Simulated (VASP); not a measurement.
Runs of VASP 6.6.1 on Rh. The structure is that of space group Fm-3m (No. 225), or close to it. The cells are those of the table. 

| spin | fixed moment (μB) | cell | pressure (GPa) | moment (μB) |
| --- | --- | --- | --- | --- |
| collinear, ferromagnetic start | 0.375 | a = 2.485 Å, angles 60.0°, 1 atom | 107.3 | 0.38 |
| collinear, ferromagnetic start | 0.75 | a = 2.544 Å, angles 60.0°, 1 atom | 63.9 | 0.75 |
| collinear, ferromagnetic start | 1.0 | a = 2.544 Å, angles 60.0°, 1 atom | (b) | 1.00 |
| collinear, ferromagnetic start | 0.625 | a = 2.485 Å, angles 60.0°, 1 atom | (a) | 0.62 |
| collinear | 0.125 | a = 2.485 Å, angles 60.0°, 1 atom | 105.6 | 0.12 |
| collinear, ferromagnetic start | 0.875 | a = 2.485 Å, angles 60.0°, 1 atom | 115.5 | 0.87 |

Alike in all rows: task single point; level LDA; potentials or basis VASP PAW LDA potentials, release 64 (Rh_pv); k mesh 22 × 22 × 22; cutoff (eV) 520; smearing gaussian 0.15 eV.

Question: Estimate the missing entries.

Answer: (a) 110.7; (b) 68.4.

Caveats: the cell stands under pressure; the total moment is fixed, so each spin has its own Fermi level and the state may be an excited one.
